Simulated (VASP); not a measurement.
# HfC (P6_3/mmc) in VASP: notebook

HfC is run at these levels: r2SCAN; tasks: single point.

All numbers are computed with VASP 6.6.1; they aren't measurements. Logs are shortened: lines on timing, memory, paths and dates and some standing lists are left out, and cuts for length are marked.

### 1 The cell of the first run

Symmetry: P6_3/mmc, No. 194, hexagonal system. The conventional cell has a = 3.187 Å, b = 3.187 Å, c = 5.498 Å, α = 90.00°, β = 90.00°, γ = 120.00°. Within 3.0 Å of Hf (site symmetry -6m2) lie 6 C at 2.30 Å. Within 3.0 Å of C (site symmetry -3m) lie 6 Hf at 2.30 Å and 2 C at 2.75 Å.

### 2 Single point, r2SCAN

Contents of POSCAR:

```
HfC
1.0
    3.1867203447      0.0000000000      0.0000000000
   -1.5933601724      2.7597807732      0.0000000000
    0.0000000000      0.0000000000      5.4984360739
Hf C
2 2
Direct
    0.6666666667      0.3333333333      0.7500000000
    0.3333333333      0.6666666667      0.2500000000
    0.0000000000      0.0000000000      0.0000000000
    0.0000000000      0.0000000000      0.5000000000
```

Contents of INCAR.step1:

```
PREC = Accurate
ENCUT = 520
ISMEAR = 0
SIGMA = 0.1
LREAL = False
LASPH = True
NELM = 60
NBANDS = 22
GGA = PE
ALGO = Normal
EDIFF = 1E-4
LWAVE = True
LCHARG = False
```

Contents of INCAR.step2:

```
PREC = Accurate
ENCUT = 520
EDIFF = 1E-6
ISMEAR = 0
SIGMA = 0.1
LREAL = False
LASPH = True
NELM = 60
ALGO = Normal
ISIF = 2
LWAVE = False
LCHARG = False
METAGGA = R2SCAN
LMIXTAU = True
NBANDS = 22
ISTART = 1
```

Contents of KPOINTS:

```
Automatic mesh
0
Gamma
  6 6 4
```

Potentials or basis: VASP PAW PBE potentials, release 64 (Hf_pv, C).

On the command line:

```bash
> cat potpaw_PBE.64/Hf_pv/POTCAR potpaw_PBE.64/C/POTCAR > POTCAR
> cp INCAR.step1 INCAR
> mpirun -np 1 vasp_std > vasp.out
> cp INCAR.step2 INCAR
> mpirun -np 1 vasp_std > vasp.out
```

OUTCAR:

```text
PREC = Accurate
   ENCUT = 520
   EDIFF = 1E-6
   ISMEAR = 0
   LREAL = False
   LASPH = True
   NELM = 60
   ISIF = 2
   METAGGA = R2SCAN
   ISTART = 1

 ion  position               nearest neighbor table
   1  0.667  0.333  0.750-   3 2.30   4 2.30   3 2.30   4 2.30   3 2.30   4 2.30   2 3.31   2 3.31
                             2 3.31   2 3.31   2 3.31   2 3.31
   2  0.333  0.667  0.250-   3 2.30   4 2.30   3 2.30   4 2.30   3 2.30   4 2.30   1 3.31   1 3.31
                             1 3.31   1 3.31   1 3.31   1 3.31
   3  0.000  0.000  0.000-   1 2.30   2 2.30   2 2.30   1 2.30   1 2.30   2 2.30
   4  0.000  0.000  0.500-   1 2.30   2 2.30   2 2.30   1 2.30   1 2.30   2 2.30

  LATTYP: Found a hexagonal cell.
 ALAT       =     3.1867203447
 C/A-ratio  =     1.7254215868

  Lattice vectors:

 A1 = (   3.1867203447,   0.0000000000,   0.0000000000)
 A2 = (  -1.5933601724,   2.7597807732,   0.0000000000)
 A3 = (   0.0000000000,   0.0000000000,   5.4984360739)

Analysis of symmetry for initial positions (statically):
=====================================================================
 Subroutine PRICEL returns:
 Original cell was already a primitive cell.

 Routine SETGRP: Setting up the symmetry group for a
 hexagonal supercell.

 Subroutine GETGRP returns: Found 24 space group operations
 (whereof 12 operations were pure point group operations)
 out of a pool of 24 trial point group operations.

The static configuration has the point symmetry D_3d.
 The point group associated with its full space group is D_6h.

Analysis of symmetry for dynamics (positions and initial velocities):
=====================================================================
 Subroutine PRICEL returns:
 Original cell was already a primitive cell.

 Routine SETGRP: Setting up the symmetry group for a
 hexagonal supercell.

 Subroutine GETGRP returns: Found 24 space group operations
 (whereof 12 operations were pure point group operations)
 out of a pool of 24 trial point group operations.

The dynamic configuration has the point symmetry D_3d.
 The point group associated with its full space group is D_6h.

 Subroutine INISYM returns: Found 24 space group operations
 (whereof 12 operations are pure point group operations),
 and found     1 'primitive' translations

----------------------------------------------------------------------------------------

                                     Primitive cell

  volume of cell :      48.3568

  direct lattice vectors                    reciprocal lattice vectors
     3.186720345  0.000000000  0.000000000     0.313802246  0.181173811  0.000000000
    -1.593360172  2.759780773  0.000000000     0.000000000  0.362347622  0.000000000
     0.000000000  0.000000000  5.498436074     0.000000000  0.000000000  0.181869897

  length of vectors
     3.186720345  3.186720345  5.498436074     0.362347622  0.362347622  0.181869897

  position of ions in fractional coordinates (direct lattice)
     0.666666667  0.333333333  0.750000000
     0.333333333  0.666666667  0.250000000
     0.000000000  0.000000000  0.000000000
     0.000000000  0.000000000  0.500000000

  ion indices of the primitive-cell ions
   primitive index   ion index
                 1           1
                 2           2
                 3           3
                 4           4

----------------------------------------------------------------------------------------

 KPOINTS: Automatic mesh

Automatic generation of k-mesh.
 Grid dimensions read from file:
 generate k-points for:    6    6    4

 Generating k-lattice:

  Cartesian coordinates                     Fractional coordinates (reciprocal lattice)
     0.052300374  0.030195635  0.000000000     0.166666667  0.000000000  0.000000000
     0.000000000  0.060391270  0.000000000     0.000000000  0.166666667  0.000000000
     0.000000000  0.000000000  0.045467474     0.000000000  0.000000000  0.250000000

  Length of vectors
     0.060391270  0.060391270  0.045467474

  Shift w.r.t. Gamma in fractional coordinates (k-lattice)
     0.000000000  0.000000000  0.000000000

 Subroutine IBZKPT returns following result:
 ===========================================

 Found     21 irreducible k-points:

 Following reciprocal coordinates:
            Coordinates               Weight
  0.000000  0.000000  0.000000      1.000000
  0.166667 -0.000000  0.000000      6.000000
  0.333333 -0.000000  0.000000      6.000000
  0.500000  0.000000  0.000000      3.000000
  0.166667  0.166667  0.000000      6.000000
  0.333333  0.166667  0.000000     12.000000
[... 13 lines left out ...]
  0.333333  0.166667  0.500000     12.000000
  0.333333  0.333333  0.500000      2.000000
   k-points           NKPTS =     21   k-points in BZ     NKDIM =     21   number of bands    NBANDS=     22
   number of dos      NEDOS =    301   number of ions     NIONS =      4
   total plane-waves  NPLWV =  24192
   dimension x,y,z NGX =    24 NGY =   24 NGZ =   42
   dimension x,y,z NGXF=    48 NGYF=   48 NGZF=   84
   ions per type =               2   2
   NGX,Y,Z   is equivalent  to a cutoff of  12.52, 12.52, 12.70 a.u.
   NGXF,Y,Z  is equivalent  to a cutoff of  25.04, 25.04, 25.40 a.u.
 SYSTEM =  unknown system
   PREC   = accura    normal or accurate (medium, high low for compatibility)
   ISTART =      1    job   : 0-new  1-cont  2-samecut
   ICHARG =      0    charge: 1-file 2-atom 10-const
   ISPIN  =      1    spin polarized calculation?
   LNONCOLLINEAR =      F non collinear calculations
   LSORBIT =      F    spin-orbit coupling
   LASPH  =      T    aspherical Exc in radial PAW
   ENCUT  =  520.0 eV  38.22 Ry    6.18 a.u.   5.93  5.93 10.22*2*pi/ulx,y,z
   NELM   =     60;   NELMIN=  2; NELMDL=  0     # of ELM steps
   EDIFF  = 0.1E-05   stopping-criterion for ELM
   LREAL  =      F    real-space projection
   EDIFFG = 0.1E-04   stopping-criterion for IOM
   NSW    =      0    number of steps for IOM
   IBRION =     -1    ionic relax: 0-MD 1-quasi-New 2-CG
   NFREE  =      0    steps in history (QN), initial steepest desc. (CG)
   ISIF   =      2    stress and relaxation
   ISYM   =      2    0-nonsym 1-usesym 2-fastsym
   POTIM  = 0.5000    time-step for ionic-motion
   TEBEG  =    0.0;   TEEND  =   0.0 temperature during run
   PSTRESS=    0.0 pullay stress
   NELECT =      28.0000    total number of electrons
   NUPDOWN=      -1.0000    fix difference up-down
   EMIN   =  10.00;   EMAX   =-10.00  energy-range for DOS
   EFERMI =   0.00;   METHOD = LEGACY
   ISMEAR =     0;   SIGMA  =   0.10  broadening in eV -4-tet -1-fermi 0-gaus
   EFERMI_NEDOS =   21; number of points for ismear=-14 and -15
   IALGO  =     38    algorithm
   IMIX   =      4    mixing-type and parameters
     AMIX     =   0.40;   BMIX     =  1.00
     AMIX_MAG =   1.60;   BMIX_MAG =  1.00
  volume/ion in A,a.u.               =      12.09        81.58
  Fermi-wavevector in a.u.,A,eV,Ry     =   1.364504  2.578539 25.332309  1.861872
  Thomas-Fermi vector in A             =   2.490814
   LORBIT       =      0    0 simple, 1 ext, 2 COOP (PROOUT), +10 PAW based schemes
   METAGGA = R2SCAN    functional components
   LHFCALC =     F    Hartree Fock is set to
   AEXX    =    0.0000 exact exchange contribution
   IVDW    =     0    specifies the selected vdW correction
   LEPSILON=     F    determine dielectric tensor
   LRPA    =     F    only Hartree local field effects (RPA)
 non-spin polarized calculation
 Gauss-broadening in eV      SIGMA  =   0.10
  energy-cutoff  :      520.00
  volume of cell :       48.36
 maximum number of plane-waves:      1317
 NGX is ok and might be reduce to    24
   NGX = 11   NGY = 11   NGZ = 21

 number of electron      28.0000004 magnetization

 Free energy of the ion-electron system (eV)
  ---------------------------------------------------
  ext. energy  EPLUGINS =         0.00000000
  ---------------------------------------------------
  free energy    TOTEN  =      -113.53090941 eV

  energy without entropy =     -113.51842756  energy(sigma->0) =     -113.52466848

 E-fermi :   6.4737     XC(G=0): -13.3357

 val. band max:        6.4135148354   @ k =   0.3333   0.1667   0.0000
 cond. band min:       6.4916294874   @ k =   0.3333   0.1667   0.0000
 fundamental gap:      0.0781146520
 Fermi energy:         6.4737084438

 k-point     1 :       0.0000    0.0000    0.0000
  band No.  band energies     occupation
      1     -25.0308      2.00000
      2     -24.3613      2.00000
      3     -24.3613      2.00000
      4     -24.3168      2.00000
      5     -24.3080      2.00000
      6     -24.3080      2.00000
[... 14 lines left out ...]
     21      11.6367      0.00000
     22      14.8789      0.00000

 k-point     2 :       0.1667   -0.0000    0.0000
  band No.  band energies     occupation
      1     -24.9541      2.00000
      2     -24.5532      2.00000
      3     -24.4828      2.00000
      4     -24.4187      2.00000
      5     -24.3299      2.00000
      6     -24.3254      2.00000
[... 14 lines left out ...]
     21      13.2181      0.00000
     22      14.2028      0.00000

 k-point     3 :       0.3333   -0.0000    0.0000
  band No.  band energies     occupation
      1     -24.9260      2.00000
      2     -24.8075      2.00000
      3     -24.7739      2.00000
      4     -24.5194      2.00000
      5     -24.3858      2.00000
      6     -24.3677      2.00000
[... 14 lines left out ...]
     21      13.6844      0.00000
     22      13.9934      0.00000

 k-point     4 :       0.5000    0.0000    0.0000
  band No.  band energies     occupation
      1     -25.1043      2.00000
      2     -24.9620      2.00000
      3     -24.6468      2.00000
      4     -24.5667      2.00000
      5     -24.4248      2.00000
      6     -24.4158      2.00000
[... 14 lines left out ...]
     21      13.3773      0.00000
     22      13.5029      0.00000

 k-point     5 :       0.1667    0.1667    0.0000
  band No.  band energies     occupation
      1     -24.8246      2.00000
      2     -24.7754      2.00000
      3     -24.7409      2.00000
      4     -24.4890      2.00000
      5     -24.4283      2.00000
      6     -24.3517      2.00000
[... 14 lines left out ...]
     21      13.5662      0.00000
     22      13.9484      0.00000

 k-point     6 :       0.3333    0.1667    0.0000
  band No.  band energies     occupation
      1     -25.0164      2.00000
      2     -24.8880      2.00000
      3     -24.6510      2.00000
      4     -24.6381      2.00000
      5     -24.5211      2.00000
      6     -24.4205      2.00000
[... 14 lines left out ...]
     21      13.5516      0.00000
     22      14.1873      0.00000

 k-point     7 :       0.3333    0.3333    0.0000
  band No.  band energies     occupation
      1     -24.9766      2.00000
      2     -24.7810      2.00000
      3     -24.7810      2.00000
      4     -24.7438      2.00000
      5     -24.5181      2.00000
      6     -24.5181      2.00000
[... 249 lines left out ...]
      6     -24.4531      2.00000
[... 14 lines left out ...]
     21      14.6804      0.00000
     22      14.6804      0.00000

 k-point    18 :       0.5000    0.0000    0.5000
  band No.  band energies     occupation
      1     -25.0873      2.00000
      2     -25.0873      2.00000
      3     -24.4919      2.00000
      4     -24.4919      2.00000
      5     -24.4774      2.00000
      6     -24.4774      2.00000
[... 14 lines left out ...]
     21      14.9678      0.00000
     22      14.9678      0.00000

 k-point    19 :       0.1667    0.1667    0.5000
  band No.  band energies     occupation
      1     -24.8310      2.00000
      2     -24.8310      2.00000
      3     -24.5336      2.00000
      4     -24.5336      2.00000
      5     -24.4423      2.00000
      6     -24.4423      2.00000
[... 14 lines left out ...]
     21      14.4036      0.00000
     22      14.4036      0.00000

 k-point    20 :       0.3333    0.1667    0.5000
  band No.  band energies     occupation
      1     -24.9998      2.00000
      2     -24.9998      2.00000
      3     -24.6248      2.00000
      4     -24.6248      2.00000
      5     -24.4398      2.00000
      6     -24.4398      2.00000
[... 14 lines left out ...]
     21      14.5182      0.00000
     22      14.5182      0.00000

 k-point    21 :       0.3333    0.3333    0.5000
  band No.  band energies     occupation
      1     -24.8719      2.00000
      2     -24.8719      2.00000
      3     -24.8619      2.00000
      4     -24.8619      2.00000
      5     -24.4212      2.00000
      6     -24.4212      2.00000
[... 14 lines left out ...]
     21      15.0361      0.00000
     22      15.0361      0.00000

------------------------ aborting loop because EDIFF is reached ----------------------------------------

  FORCE on cell =-STRESS in cart. coord.  units (eV):
  Direction    XX          YY          ZZ          XY          YZ          ZX
  --------------------------------------------------------------------------------------
  -------------------------------------------------------------------------------------
  Total        4.5919924      4.5919924     -2.5369445     -0.0000000     -0.0000000      0.0000000
  in kB      152.1437193    152.1437193    -84.0550540     -0.0000000     -0.0000000      0.0000000
  external PRESSURE =      73.4107948 kB  Pullay stress =       0.0000000 kB

 VOLUME and BASIS-vectors are now :
 -----------------------------------------------------------------------------
  energy-cutoff  :      520.00
  volume of cell :       48.36
      direct lattice vectors                 reciprocal lattice vectors
     3.186720345  0.000000000  0.000000000     0.313802246  0.181173811  0.000000000
    -1.593360172  2.759780773  0.000000000     0.000000000  0.362347622  0.000000000
     0.000000000  0.000000000  5.498436074     0.000000000  0.000000000  0.181869897

 POSITION                                       TOTAL-FORCE (eV/Angst)
 -----------------------------------------------------------------------------------
      1.59336      0.91993      4.12383         0.000000     -0.000000      0.000000
     -0.00000      1.83985      1.37461        -0.000000      0.000000      0.000000
      0.00000      0.00000      0.00000         0.000000      0.000000      0.000000
      0.00000      0.00000      2.74922         0.000000      0.000000      0.000000
 -----------------------------------------------------------------------------------
    total drift:                               -0.000000      0.000000     -0.000000

  FREE ENERGIE OF THE ION-ELECTRON SYSTEM (eV)
  ---------------------------------------------------
  free  energy   TOTEN  =      -113.5309094125 eV

  energy  without entropy=     -113.5184275571  energy(sigma->0) =     -113.52466848
```

Run time: 63 s. Hardware: 1 thread of Intel Xeon 6975P-C, shared host; peak memory 0.18 GiB.

What came out:

| Item | Value |
| --- | --- |
| Free energy | -113.5309 eV |
| Pressure | 7.3 GPa |
| Band gap on the k mesh | zero (band 14 reaches 7.26 eV, above the bottom of band 15 at 6.49 eV) |

Caveat: the k points lie up to 0.38 Å⁻¹ apart; the PAW data sets were made with another functional, which shifts forces and pressure a little; spin-orbit coupling is left out, which moves the levels of the heavy elements.

### 3 Single point, r2SCAN

This run uses another cell than the first one, of 12.44 Å³/atom, 1.029 times its volume.

Contents of POSCAR:

```
HfC
1.0
    3.3121381981      0.0000000000      0.0000000000
   -1.6560690991      2.8683958204      0.0000000000
    0.0000000000      0.0000000000      5.2393805558
Hf C
2 2
Direct
    0.6666666667      0.3333333333      0.7500000000
    0.3333333333      0.6666666667      0.2500000000
    0.0000000000      0.0000000000      0.0000000000
    0.0000000000      0.0000000000      0.5000000000
```

Contents of INCAR.step1:

```
SYSTEM = HfC
PREC = Accurate
ENCUT = 520
ISMEAR = 0
SIGMA = 0.1
LREAL = .False.
LASPH = .True.
NELM = 100
NBANDS = 22
GGA = PE
ALGO = Normal
EDIFF = 1E-4
LWAVE = .True.
LCHARG = .False.
```

Contents of INCAR.step2:

```
SYSTEM = HfC
PREC = Accurate
ENCUT = 520
EDIFF = 1E-6
ISMEAR = 0
SIGMA = 0.1
LREAL = .False.
LASPH = .True.
NELM = 100
ALGO = Normal
ISIF = 2
LWAVE = .False.
LCHARG = .True.
METAGGA = R2SCAN
LMIXTAU = .True.
LELF = .True.
LVHAR = .True.
NBANDS = 22
ISTART = 1
```

Contents of KPOINTS:

```
Automatic mesh
0
Gamma
  12 12 8
  0 0 0
```

Potentials or basis: VASP PAW PBE potentials, release 64 (Hf_pv, C).

On the command line:

```bash
> cat potpaw_PBE.64/Hf_pv/POTCAR potpaw_PBE.64/C/POTCAR > POTCAR
> cp INCAR.step1 INCAR
> mpirun -np 1 vasp_std > vasp.out
> cp INCAR.step2 INCAR
> mpirun -np 1 vasp_std > vasp.out
```

Wall time 5.8 min (1 thread of Intel Xeon 6975P-C, shared host); peak memory 0.24 GiB.

It converged, with:

| Property | Result |
| --- | --- |
| Free energy | -113.7449 eV |
| Pressure | -1.0 GPa |
| Band gap on the k mesh | zero (band 14 reaches 7.69 eV, above the bottom of band 15 at 6.19 eV) |

Levels at points of the mesh, in eV from the Fermi level:
```
           k point  band 11  band 12  band 13  band 14  band 15  band 16  band 17  band 18
(0.00, 0.00, 0.00)    -3.39    -1.51    -1.51     1.05     1.48     1.48     2.03     2.03
(0.50, 0.00, 0.00)    -3.85    -3.81    -1.93    -1.40     1.19     4.48     4.87     5.02
(0.00, 0.00, 0.50)    -2.93    -2.93    -2.93    -2.93     4.02     4.02     4.02     4.02
(0.50, 0.00, 0.50)    -3.39    -3.39    -2.73    -2.73     1.25     1.25     4.95     4.95
```

Caveat: the PAW data sets were made with another functional, which shifts forces and pressure a little; spin-orbit coupling is left out, which moves the levels of the heavy elements.
